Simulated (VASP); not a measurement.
Runs of VASP 6.6.1 on TaN (lda). The structure is that of space group P-62m (No. 189), or close to it. The cells are those of the table. 

```csv
potentials or basis,cell,k mesh,cutoff (eV),smearing,second run,gap on the mesh (eV),pressure (GPa),largest force (eV/Å)
"VASP PAW LDA potentials, release 64 (Ta_sv_GW, N)","a = 5.148, b = 5.148, c = 2.876 Å, angles 90.0, 90.0, 120.0°, 6 atoms",9 × 9 × 12,600,gaussian 0.1 eV,valence_matched,none,1.2,0.01
"VASP PAW LDA potentials, release 64 (Ta_sv_GW, N)","a = 5.154, b = 5.154, c = 2.871 Å, angles 90.0, 90.0, 120.0°, 6 atoms",6 × 6 × 6,600,gaussian 0.1 eV,valence_matched,none,1.1,-
"VASP PAW LDA potentials, release 64 (Ta_pv, N)","a = 5.149, b = 5.149, c = 2.876 Å, angles 90.0, 90.0, 120.0°, 6 atoms",9 × 9 × 12,520,fermi-dirac 0.15 eV,-,none,1.9,0.01
"VASP PAW LDA potentials, release 64 (Ta_pv, N)","a = 5.148, b = 5.148, c = 2.876 Å, angles 90.0, 90.0, 120.0°, 6 atoms",9 × 9 × 12,520,gaussian 0.1 eV,-,none,1.9,0.01
"VASP PAW LDA potentials, release 64 (Ta_sv_GW, N)","a = 5.208, b = 5.208, c = 2.915 Å, angles 90.0, 90.0, 120.0°, 6 atoms",6 × 6 × 6,600,gaussian 0.1 eV,valence_matched,none,(a),0.01
"VASP PAW LDA potentials, release 64 (Ta_pv, N)","a = 5.154, b = 5.154, c = 2.871 Å, angles 90.0, 90.0, 120.0°, 6 atoms",6 × 6 × 6,520,gaussian 0.1 eV,-,none,(b),-
"VASP PAW LDA potentials, release 64 (Ta_pv, N)","a = 5.208, b = 5.208, c = 2.915 Å, angles 90.0, 90.0, 120.0°, 6 atoms",6 × 6 × 6,520,gaussian 0.1 eV,-,none,-10.2,0.01
```

Alike in all rows: task single point; level LDA; no spin polarisation.

Task: Fill in the values left out.

Result: (a) -10.8; (b) 1.8.

Caveats: some runs use coarse meshes; spin-orbit coupling is left out, which moves the levels of the heavy elements.

A k mesh can miss the band edges, and the runs leave out spin-orbit coupling on Ta.

A gap of «none» marks levels without a gap at the run's occupations.

The runs don't all hold the same shells in valence.
